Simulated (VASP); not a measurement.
# AlC3 (Pm-3m) in VASP: a series of runs

AlC3 is run at these levels: PBE; tasks: single point.

All numbers are computed with VASP 6.6.1; they aren't measurements. Logs are shortened: lines on timing, memory, paths and dates and some standing lists are left out, and cuts for length are marked.

## Step 1: The cell of the first run

The structure is cubic, space group Pm-3m (No. 221). The conventional cell has a = 3.154 Å, b = 3.154 Å, c = 3.154 Å, α = 90.00°, β = 90.00°, γ = 90.00°. Within 2.9 Å of Al (site symmetry m-3m) lie 12 C at 2.23 Å. C (site symmetry 4/mmm) has 4 Al at 2.23 Å and 8 C at 2.23 Å within 2.9 Å.

## Step 2: Single point, PBE

Contents of INCAR:

```
PREC = Accurate
ENCUT = 520
EDIFF = 1E-7
ISMEAR = 1
SIGMA = 0.01
LREAL = F
LASPH = T
NELM = 60
ALGO = Normal
ISIF = 2
LWAVE = F
LCHARG = F
GGA = PE
NBANDS = 16
```

Contents of KPOINTS:

```
Automatic mesh
0
Gamma
  7 7 7
```

Contents of POSCAR:

```
AlC3
1.0
    3.1535468162      0.0000000000      0.0000000000
    0.0000000000      3.1535468162      0.0000000000
    0.0000000000      0.0000000000      3.1535468162
Al C
1 3
Direct
    0.0000000000      0.0000000000      0.0000000000
    0.0000000000      0.5000000000      0.5000000000
    0.5000000000      0.0000000000      0.5000000000
    0.5000000000      0.5000000000      0.0000000000
```

Potentials or basis: VASP PAW PBE potentials, release 64 (Al, C).

On the command line:

```bash
$ cat potpaw_PBE.64/Al/POTCAR potpaw_PBE.64/C/POTCAR > POTCAR
$ mpirun -np 1 vasp_std > vasp.out
```

OUTCAR:

```text
PREC = Accurate
   ENCUT = 520
   EDIFF = 1E-7
   ISMEAR = 1
   LREAL = F
   LASPH = T
   NELM = 60
   ISIF = 2
   GGA = PE

 ion  position               nearest neighbor table
   1  0.000  0.000  0.000-   2 2.23   3 2.23   4 2.23   2 2.23   3 2.23   2 2.23   4 2.23   2 2.23
                             3 2.23   4 2.23   3 2.23   4 2.23
   2  0.000  0.500  0.500-   1 2.23   1 2.23   1 2.23   1 2.23
   3  0.500  0.000  0.500-   1 2.23   1 2.23   1 2.23   1 2.23
   4  0.500  0.500  0.000-   1 2.23   1 2.23   1 2.23   1 2.23

  LATTYP: Found a simple cubic cell.
 ALAT       =     3.1535468162

  Lattice vectors:

 A1 = (   3.1535468162,   0.0000000000,   0.0000000000)
 A2 = (   0.0000000000,   3.1535468162,   0.0000000000)
 A3 = (   0.0000000000,   0.0000000000,   3.1535468162)

Analysis of symmetry for initial positions (statically):
=====================================================================
 Subroutine PRICEL returns:
 Original cell was already a primitive cell.

 Routine SETGRP: Setting up the symmetry group for a
 simple cubic supercell.

 Subroutine GETGRP returns: Found 48 space group operations
 (whereof 48 operations were pure point group operations)
 out of a pool of 48 trial point group operations.

The static configuration has the point symmetry O_h .

Analysis of symmetry for dynamics (positions and initial velocities):
=====================================================================
 Subroutine PRICEL returns:
 Original cell was already a primitive cell.

 Routine SETGRP: Setting up the symmetry group for a
 simple cubic supercell.

 Subroutine GETGRP returns: Found 48 space group operations
 (whereof 48 operations were pure point group operations)
 out of a pool of 48 trial point group operations.

The dynamic configuration has the point symmetry O_h .

 Subroutine INISYM returns: Found 48 space group operations
 (whereof 48 operations are pure point group operations),
 and found     1 'primitive' translations

----------------------------------------------------------------------------------------

                                     Primitive cell

  volume of cell :      31.3616

  direct lattice vectors                    reciprocal lattice vectors
     3.153546816  0.000000000  0.000000000     0.317103268  0.000000000  0.000000000
     0.000000000  3.153546816  0.000000000     0.000000000  0.317103268  0.000000000
     0.000000000  0.000000000  3.153546816     0.000000000  0.000000000  0.317103268

  length of vectors
     3.153546816  3.153546816  3.153546816     0.317103268  0.317103268  0.317103268

  position of ions in fractional coordinates (direct lattice)
     0.000000000  0.000000000  0.000000000
     0.000000000  0.500000000  0.500000000
     0.500000000  0.000000000  0.500000000
     0.500000000  0.500000000  0.000000000

  ion indices of the primitive-cell ions
   primitive index   ion index
                 1           1
                 2           2
                 3           3
                 4           4

----------------------------------------------------------------------------------------

 KPOINTS: Automatic mesh

Automatic generation of k-mesh.
 Grid dimensions read from file:
 generate k-points for:    7    7    7

 Generating k-lattice:

  Cartesian coordinates                     Fractional coordinates (reciprocal lattice)
     0.045300467  0.000000000  0.000000000     0.142857143  0.000000000  0.000000000
     0.000000000  0.045300467  0.000000000     0.000000000  0.142857143  0.000000000
     0.000000000  0.000000000  0.045300467     0.000000000  0.000000000  0.142857143

  Length of vectors
     0.045300467  0.045300467  0.045300467

  Shift w.r.t. Gamma in fractional coordinates (k-lattice)
     0.000000000  0.000000000  0.000000000

 Subroutine IBZKPT returns following result:
 ===========================================

 Found     20 irreducible k-points:

 Following reciprocal coordinates:
            Coordinates               Weight
  0.000000  0.000000  0.000000      1.000000
  0.142857  0.000000  0.000000      6.000000
  0.285714  0.000000  0.000000      6.000000
  0.428571  0.000000  0.000000      6.000000
  0.142857  0.142857  0.000000     12.000000
  0.285714  0.142857  0.000000     24.000000
[... 12 lines left out ...]
  0.428571  0.428571  0.285714     24.000000
  0.428571  0.428571  0.428571      8.000000
   k-points           NKPTS =     20   k-points in BZ     NKDIM =     20   number of bands    NBANDS=     16
   number of dos      NEDOS =    301   number of ions     NIONS =      4
   total plane-waves  NPLWV =  13824
   dimension x,y,z NGX =    24 NGY =   24 NGZ =   24
   dimension x,y,z NGXF=    48 NGYF=   48 NGZF=   48
   ions per type =               1   3
   NGX,Y,Z   is equivalent  to a cutoff of  12.65, 12.65, 12.65 a.u.
   NGXF,Y,Z  is equivalent  to a cutoff of  25.30, 25.30, 25.30 a.u.
 SYSTEM =  unknown system
   PREC   = accura    normal or accurate (medium, high low for compatibility)
   ISTART =      0    job   : 0-new  1-cont  2-samecut
   ICHARG =      2    charge: 1-file 2-atom 10-const
   ISPIN  =      1    spin polarized calculation?
   LNONCOLLINEAR =      F non collinear calculations
   LSORBIT =      F    spin-orbit coupling
   LASPH  =      T    aspherical Exc in radial PAW
   ENCUT  =  520.0 eV  38.22 Ry    6.18 a.u.   5.86  5.86  5.86*2*pi/ulx,y,z
   NELM   =     60;   NELMIN=  2; NELMDL= -5     # of ELM steps
   EDIFF  = 0.1E-06   stopping-criterion for ELM
   LREAL  =      F    real-space projection
   EDIFFG = 0.1E-05   stopping-criterion for IOM
   NSW    =      0    number of steps for IOM
   IBRION =     -1    ionic relax: 0-MD 1-quasi-New 2-CG
   NFREE  =      0    steps in history (QN), initial steepest desc. (CG)
   ISIF   =      2    stress and relaxation
   ISYM   =      2    0-nonsym 1-usesym 2-fastsym
   POTIM  = 0.5000    time-step for ionic-motion
   TEBEG  =    0.0;   TEEND  =   0.0 temperature during run
   PSTRESS=    0.0 pullay stress
   NELECT =      15.0000    total number of electrons
   NUPDOWN=      -1.0000    fix difference up-down
   EMIN   =  10.00;   EMAX   =-10.00  energy-range for DOS
   EFERMI =   0.00;   METHOD = LEGACY
   ISMEAR =     1;   SIGMA  =   0.01  broadening in eV -4-tet -1-fermi 0-gaus
   EFERMI_NEDOS =   21; number of points for ismear=-14 and -15
   IALGO  =     38    algorithm
   IMIX   =      4    mixing-type and parameters
     AMIX     =   0.40;   BMIX     =  1.00
     AMIX_MAG =   1.60;   BMIX_MAG =  1.00
  volume/ion in A,a.u.               =       7.84        52.91
  Fermi-wavevector in a.u.,A,eV,Ry     =   1.280283  2.419384 22.301642  1.639124
  Thomas-Fermi vector in A             =   2.412720
   LORBIT       =      0    0 simple, 1 ext, 2 COOP (PROOUT), +10 PAW based schemes
   GGA     = PE    functional components
   LHFCALC =     F    Hartree Fock is set to
   AEXX    =    0.0000 exact exchange contribution
   IVDW    =     0    specifies the selected vdW correction
   LEPSILON=     F    determine dielectric tensor
   LRPA    =     F    only Hartree local field effects (RPA)
 non-spin polarized calculation
 Methfessel and Paxton  Order N= 1 SIGMA  =   0.01
  energy-cutoff  :      520.00
  volume of cell :       31.36
 maximum number of plane-waves:       861
 NGX is ok and might be reduce to    24
   NGX = 11   NGY = 11   NGZ = 11

 number of electron      15.0000000 magnetization

 Free energy of the ion-electron system (eV)
  ---------------------------------------------------
  ext. energy  EPLUGINS =         0.00000000
  ---------------------------------------------------
  free energy    TOTEN  =       -20.58395310 eV

  energy without entropy =      -20.58385513  energy(sigma->0) =      -20.58392044

 E-fermi :   9.8690     XC(G=0): -12.5021

 val. band max:        9.8685377939   @ k =   0.4286   0.4286   0.0000
 cond. band min:       9.9405381418   @ k =   0.4286   0.2857   0.1429
 fundamental gap:      0.0720003479
 Fermi energy:         9.8690308073

 k-point     1 :       0.0000    0.0000    0.0000
  band No.  band energies     occupation
      1      -8.1590      2.00000
      2       3.3105      2.00000
      3       3.3105      2.00000
      4       3.6305      2.00000
      5       3.6305      2.00000
      6       3.6305      2.00000
[... 8 lines left out ...]
     15      20.8755      0.00000
     16      22.5087      0.00000

 k-point     2 :       0.1429    0.0000    0.0000
  band No.  band energies     occupation
      1      -7.8993      2.00000
      2       0.8067      2.00000
      3       3.4878      2.00000
      4       3.8689      2.00000
      5       3.8689      2.00000
      6       5.8475      2.00000
[... 8 lines left out ...]
     15      21.8393      0.00000
     16      22.6438      0.00000

 k-point     3 :       0.2857    0.0000    0.0000
  band No.  band energies     occupation
      1      -7.1299      2.00000
      2      -1.7234      2.00000
      3       3.9743      2.00000
      4       4.5598      2.00000
      5       4.5598      2.00000
      6       7.6659      2.00000
[... 8 lines left out ...]
     15      22.1973      0.00000
     16      22.1973      0.00000

 k-point     4 :       0.4286    0.0000    0.0000
  band No.  band energies     occupation
      1      -5.9251      2.00000
      2      -3.8465      2.00000
      3       4.5357      2.00000
      4       5.5330      2.00000
      5       5.5330      2.00000
      6       7.9290      2.00000
[... 8 lines left out ...]
     15      21.6656      0.00000
     16      21.6656      0.00000
[... 248 lines left out ...]
 k-point    18 :       0.4286    0.2857    0.2857
  band No.  band energies     occupation
      1      -3.9357      2.00000
      2      -2.0152      2.00000
      3       0.5543      2.00000
      4       2.3971      2.00000
      5       3.2358      2.00000
      6       4.1695      2.00000
[... 8 lines left out ...]
     15      23.3443      0.00000
     16      24.1619      0.00000

 k-point    19 :       0.4286    0.4286    0.2857
  band No.  band energies     occupation
      1      -2.7656      2.00000
      2      -1.3160      2.00000
      3      -0.6581      2.00000
      4       1.7964      2.00000
      5       2.8582      2.00000
      6       4.0674      2.00000
[... 8 lines left out ...]
     15      24.1907      0.00000
     16      24.4182      0.00000

 k-point    20 :       0.4286    0.4286    0.4286
  band No.  band energies     occupation
      1      -1.6283      2.00000
      2      -0.3628      2.00000
      3      -0.3628      2.00000
      4       1.5944      2.00000
      5       2.2351      2.00000
      6       2.2351      2.00000
[... 8 lines left out ...]
     15      25.5279      0.00000
     16      25.5279      0.00000

------------------------ aborting loop because EDIFF is reached ----------------------------------------

  FORCE on cell =-STRESS in cart. coord.  units (eV):
  Direction    XX          YY          ZZ          XY          YZ          ZX
  --------------------------------------------------------------------------------------
  -------------------------------------------------------------------------------------
  Total        1.9047907      1.9047907      1.9047907     -0.0000000     -0.0000000      0.0000000
  in kB       97.3105630     97.3105630     97.3105630     -0.0000000     -0.0000000      0.0000000
  external PRESSURE =      97.3105630 kB  Pullay stress =       0.0000000 kB

 VOLUME and BASIS-vectors are now :
 -----------------------------------------------------------------------------
  energy-cutoff  :      520.00
  volume of cell :       31.36
      direct lattice vectors                 reciprocal lattice vectors
     3.153546816  0.000000000  0.000000000     0.317103268  0.000000000  0.000000000
     0.000000000  3.153546816  0.000000000     0.000000000  0.317103268  0.000000000
     0.000000000  0.000000000  3.153546816     0.000000000  0.000000000  0.317103268

 POSITION                                       TOTAL-FORCE (eV/Angst)
 -----------------------------------------------------------------------------------
      0.00000      0.00000      0.00000         0.000000      0.000000      0.000000
      0.00000      1.57677      1.57677         0.000000      0.000000      0.000000
      1.57677      0.00000      1.57677         0.000000      0.000000      0.000000
      1.57677      1.57677      0.00000         0.000000      0.000000      0.000000
 -----------------------------------------------------------------------------------
    total drift:                                0.000000     -0.000000     -0.000000

  FREE ENERGIE OF THE ION-ELECTRON SYSTEM (eV)
  ---------------------------------------------------
  free  energy   TOTEN  =       -20.5839531008 eV

  energy  without entropy=      -20.5838551269  energy(sigma->0) =      -20.58392044
```

Run time: 6.5 s. Hardware: 1 thread of Intel Xeon Platinum 8259CL at 2.50GHz (Skylake/Cascade Lake), shared host; peak memory 0.13 GiB.

Results:

```
Free energy : -20.5840 eV
Pressure    : 9.7 GPa
```

Levels at points of the mesh, in eV from the Fermi level:
```
           k point  band 5  band 6  band 7  band 8  band 9  band 10  band 11  band 12
(0.00, 0.00, 0.00)   -6.24   -6.24    1.44    1.44    1.44     2.20     4.57     4.57
```

## Step 3: Single point, PBE

This run uses another cell than the first one, of 8.09 Å³/atom, 1.032 times its volume.

Contents of INCAR:

```
ALGO = Normal
EDIFF = 1E-6
ENCUT = 520
GGA = PE
ISIF = 2
ISMEAR = 1
LASPH = T
LCHARG = F
LREAL = F
LWAVE = F
NBANDS = 16
NELM = 100
PREC = Accurate
SIGMA = 0.01
```

Contents of KPOINTS:

```
k-points
0
Gamma
  7 7 7
```

Contents of POSCAR:

```
AlC3
1.0
    3.1863986264      0.0000000000      0.0000000000
    0.0000000000      3.1863986264      0.0000000000
    0.0000000000      0.0000000000      3.1863986264
Al C
1 3
Direct
    0.0000000000      0.0000000000      0.0000000000
    0.0000000000      0.5000000000      0.5000000000
    0.5000000000      0.0000000000      0.5000000000
    0.5000000000      0.5000000000      0.0000000000
```

Potentials or basis: VASP PAW PBE potentials, release 64 (Al, C).

On the command line:

```bash
$ cat potpaw_PBE.64/Al/POTCAR potpaw_PBE.64/C/POTCAR > POTCAR
$ mpirun -np 1 vasp_std > vasp.out
```

OUTCAR:

```text
EDIFF = 1E-6
   ENCUT = 520
   GGA = PE
   ISIF = 2
   ISMEAR = 1
   LASPH = T
   LREAL = F
   NELM = 100
   PREC = Accurate

 ion  position               nearest neighbor table
   1  0.000  0.000  0.000-   2 2.25   3 2.25   4 2.25   2 2.25   3 2.25   2 2.25   4 2.25   2 2.25
                             3 2.25   4 2.25   3 2.25   4 2.25
   2  0.000  0.500  0.500-   1 2.25   1 2.25   1 2.25   1 2.25
   3  0.500  0.000  0.500-   1 2.25   1 2.25   1 2.25   1 2.25
[... 575 lines left out ...]
  Direction    XX          YY          ZZ          XY          YZ          ZX
  --------------------------------------------------------------------------------------
  -------------------------------------------------------------------------------------
  Total        0.7023530      0.7023530      0.7023530      0.0000000      0.0000000     -0.0000000
  in kB       34.7828951     34.7828951     34.7828951      0.0000000      0.0000000     -0.0000000
  external PRESSURE =      34.7828951 kB  Pullay stress =       0.0000000 kB

 VOLUME and BASIS-vectors are now :
 -----------------------------------------------------------------------------
  energy-cutoff  :      520.00
  volume of cell :       32.35
      direct lattice vectors                 reciprocal lattice vectors
     3.186398626  0.000000000  0.000000000     0.313833929  0.000000000  0.000000000
     0.000000000  3.186398626  0.000000000     0.000000000  0.313833929  0.000000000
     0.000000000  0.000000000  3.186398626     0.000000000  0.000000000  0.313833929

 POSITION                                       TOTAL-FORCE (eV/Angst)
 -----------------------------------------------------------------------------------
      0.00000      0.00000      0.00000         0.000000      0.000000      0.000000
      0.00000      1.59320      1.59320         0.000000      0.000000      0.000000
      1.59320      0.00000      1.59320         0.000000      0.000000      0.000000
      1.59320      1.59320      0.00000         0.000000      0.000000      0.000000
 -----------------------------------------------------------------------------------
    total drift:                                0.000000     -0.000000     -0.000000

  FREE ENERGIE OF THE ION-ELECTRON SYSTEM (eV)
  ---------------------------------------------------
  free  energy   TOTEN  =       -20.6249476700 eV

  energy  without entropy=      -20.6248496962  energy(sigma->0) =      -20.62491501
```

OSZICAR:

```text
N       E                     dE             d eps       ncg     rms          rms(c)
DAV:   1     0.217586694029E+02    0.21759E+02   -0.63666E+03   648   0.797E+02
DAV:   2    -0.194158421644E+02   -0.41175E+02   -0.36614E+02   888   0.146E+02
DAV:   3    -0.209547411528E+02   -0.15389E+01   -0.15314E+01   752   0.244E+01
DAV:   4    -0.209625933322E+02   -0.78522E-02   -0.78512E-02   864   0.210E+00
DAV:   5    -0.209626667866E+02   -0.73454E-04   -0.73453E-04   776   0.198E-01    0.380E+00
DAV:   6    -0.206950115747E+02    0.26766E+00   -0.17584E-01   688   0.241E+00    0.200E+00
DAV:   7    -0.206295105891E+02    0.65501E-01   -0.75545E-02   792   0.160E+00    0.614E-01
DAV:   8    -0.206251519707E+02    0.43586E-02   -0.43699E-03   760   0.434E-01    0.110E-01
DAV:   9    -0.206249559439E+02    0.19603E-03   -0.73948E-04   712   0.164E-01    0.304E-02
DAV:  10    -0.206249476537E+02    0.82902E-05   -0.26165E-05   784   0.361E-02    0.103E-02
DAV:  11    -0.206249476700E+02   -0.16324E-07   -0.83711E-06   768   0.167E-02
   1 F= -.20624948E+02 E0= -.20624915E+02  d E =-.979739E-04
```

stdout:

```text
POSCAR found type information on POSCAR AlC
 POSCAR found :  2 types and       4 ions
 scaLAPACK will be used
 LDA part: xc-table for (Slater+PW92), standard interpolation
 POSCAR, INCAR and KPOINTS ok, starting setup
 FFT: planning ... GRIDC
 FFT: planning ... GRID_SOFT
 FFT: planning ... GRID
 WAVECAR not read
 entering main loop
```

Run time: 5.9 s. Hardware: 1 thread of Intel Xeon Platinum 8259CL at 2.50GHz (Skylake/Cascade Lake), shared host; peak memory 0.13 GiB.

What came out:

| Quantity | Value |
| --- | --- |
| Free energy | -20.6249 eV |
| Pressure | 3.5 GPa |

Levels at points of the mesh, in eV from the Fermi level:
```tsv
k point	band 5	band 6	band 7	band 8	band 9	band 10	band 11	band 12
(0.00, 0.00, 0.00)	-5.97	-5.97	1.49	1.49	1.49	2.16	4.51	4.51
```

## Step 4: Single point, PBE

This run uses another cell than the first one, of 8.34 Å³/atom, 1.063 times its volume.

Contents of INCAR:

```
PREC = Accurate
ENCUT = 520
EDIFF = 1E-7
ISMEAR = 1
SIGMA = 0.01
LREAL = False
LASPH = True
NELM = 100
ALGO = Normal
ISIF = 2
LWAVE = False
LCHARG = True
GGA = PE
LELF = True
LVHAR = True
NBANDS = 16
```

Contents of KPOINTS:

```
regular mesh
0
Gamma
  7 7 7
```

Contents of POSCAR:

```
AlC3
1.0
    3.2185866497      0.0000000000      0.0000000000
    0.0000000000      3.2185866497      0.0000000000
    0.0000000000      0.0000000000      3.2185866497
Al C
1 3
Direct
    0.0000000000      0.0000000000      0.0000000000
    0.0000000000      0.5000000000      0.5000000000
    0.5000000000      0.0000000000      0.5000000000
    0.5000000000      0.5000000000      0.0000000000
```

On the command line:

```bash
$ cat potpaw_PBE.64/Al/POTCAR potpaw_PBE.64/C/POTCAR > POTCAR
$ mpirun -np 1 vasp_std > vasp.out
```

It took 7 s on 1 thread of Intel Xeon Platinum 8259CL at 2.50GHz (Skylake/Cascade Lake), shared host; peak memory 0.13 GiB.

It converged, with:

| Property | Result |
| --- | --- |
| Free energy | -20.6301 eV |
| Pressure | -1.9 GPa |

Levels at points of the mesh, in eV from the Fermi level:
```tsv
k point	band 5	band 6	band 7	band 8	band 9	band 10	band 11	band 12
(0.00, 0.00, 0.00)	-5.71	-5.71	1.54	1.54	1.54	2.11	4.46	4.46
```

[end of part 1 of 2]
